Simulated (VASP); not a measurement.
A run of VASP 6.6.1:

INCAR

```
SYSTEM = CdTe
PREC = Accurate ; ENCUT = 600
EDIFF = 1E-6 ; ISMEAR = 0
SIGMA = 0.01 ; LREAL = .False.
LASPH = .True. ; NELM = 100
ALGO = Normal ; ISIF = 3
LWAVE = .False. ; LCHARG = .False.
IBRION = 2 ; NSW = 100
EDIFFG = -0.002 ; PSTRESS = 20.0
```

KPOINTS

```
Automatic mesh
0
Gamma
  6 6 6
  0 0 0
```

POSCAR

```
CdTe
1.0
    0.0000000000      3.2050000000      3.2050000000
    3.2050000000      0.0000000000      3.2050000000
    3.2050000000      3.2050000000      0.0000000000
Cd Te
1 1
Direct
    0.0000000000      0.0000000000      0.0000000000
    0.7500000000      0.7500000000      0.7500000000
```

Potentials or basis: VASP PAW LDA potentials, release 64 (Cd, Te).

Launch:

```bash
$ cat potpaw_LDA.64/Cd/POTCAR potpaw_LDA.64/Te/POTCAR > POTCAR
$ mpirun -np 1 vasp_std > vasp.out
```

Hardware: 1 thread of Intel Xeon 6975P-C, on a shared host.

Problem. How long does it take, and how much memory?

Solution. It took 34 s on 1 thread of Intel Xeon 6975P-C, on a shared host, peak memory 0.19 GiB. Counts: scf iterations 28, k points 16, ion steps 3.
